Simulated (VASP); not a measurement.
# BAs: single point with PBE

BAs:

```
B As
1.0
     3.36586    0.00000    0.00000
    -1.68293    2.91492    0.00000
     0.00000    0.00000    8.88363
B As
2 2
Direct
  0.33333 0.66667 0.25000
  0.66667 0.33333 0.75000
  0.66667 0.33333 0.25000
  0.33333 0.66667 0.75000
```

This cell differs from its parent crystal: uniaxial z strain +1.6%.

```json
{
 "Program": "VASP 6.6.1",
 "Task": "single point",
 "Functional": "PBE",
 "Potentials or basis": "VASP PAW PBE potentials, release 64 (B, As)",
 "Cutoff": "520 eV",
 "k mesh": "12 × 12 × 4",
 "Occupations": "fermi-dirac, width 0.02 eV",
 "Spin": "no spin polarisation"
}
```

```yaml
Pressure: 2.0 GPa
Band_gap_on_the_k_mesh: 0.72 eV, direct
```

Stress tensor (GPa, compression positive):
```
2.71 0.00 0.00
0.00 2.71 0.00
0.00 0.00 0.52
```

Levels at points of the mesh, in eV from the valence-band top:
```
           k point  band 5  band 6  band 7  band 8  band 9  band 10  band 11  band 12
(0.00, 0.00, 0.00)   -1.51   -1.51   -1.49   -1.49    3.30     3.89     4.07     4.85
(0.50, 0.00, 0.00)   -3.61   -3.58   -1.45   -0.63    0.98     1.98     2.49     2.65
(0.00, 0.00, 0.50)   -1.50   -1.50   -1.50   -1.50    3.95     3.95     4.88     4.88
(0.50, 0.00, 0.50)   -3.59   -3.59   -1.07   -1.07    1.42     1.42     2.57     2.57
```

Wall time 51 s on 1 thread of Intel(R) Xeon(R) 6975P-C (Granite Rapids), on a shared host, peak memory 0.25 GiB.

Caveat: the cell differs from its parent crystal (uniaxial z strain +1.6%); this functional lacks dispersion, which binds the layers, so the pressure and a relaxed spacing across them are unreliable. A k mesh can miss the band edges.
